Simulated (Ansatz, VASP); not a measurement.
**Ti in VASP and in Ansatz**

```
Ti
1.0
     2.93846    0.00000    0.00000
    -1.46923    2.54478    0.00000
     0.27904    0.00000    4.65063
Ti
2
Cartesian
  0.0698 1.6965 1.1627
  1.6785 0.8483 3.4880
```

Change from the starting cell: shear of c along a, cell held, atoms relaxed: +6.0 %.

Alike in both runs: functional PBE; k mesh 24 × 24 × 12; occupations gaussian, width 0.1 eV; no spin polarisation.

Ansatz relaxed the structure, and its values are those at the end. VASP's run is a single point on that final structure, the one shown.

```csv
,VASP,Ansatz
version,VASP 6.6.1,Ansatz 0.2.0
potentials or method,"VASP PAW PBE potentials, release 64 (Ti_sv), cutoff 520 eV","scalar-relativistic, plane waves, PAW"
valence electrons in the cell,24,24
```

```csv
,VASP,Ansatz,Ansatz less VASP
gap on the k mesh at the Fermi level (eV),none,none,-
pressure (GPa),-0.6,0.0,+0.61
rms of the force components (eV/Å),0.003,0.003,-0.0001
```

A gap of «none» marks a metal or a gap that the smearing closes. The functional is the same, so the differences come from potentials, cutoffs and numerics. Ansatz's warnings: stress scf threshold loose.
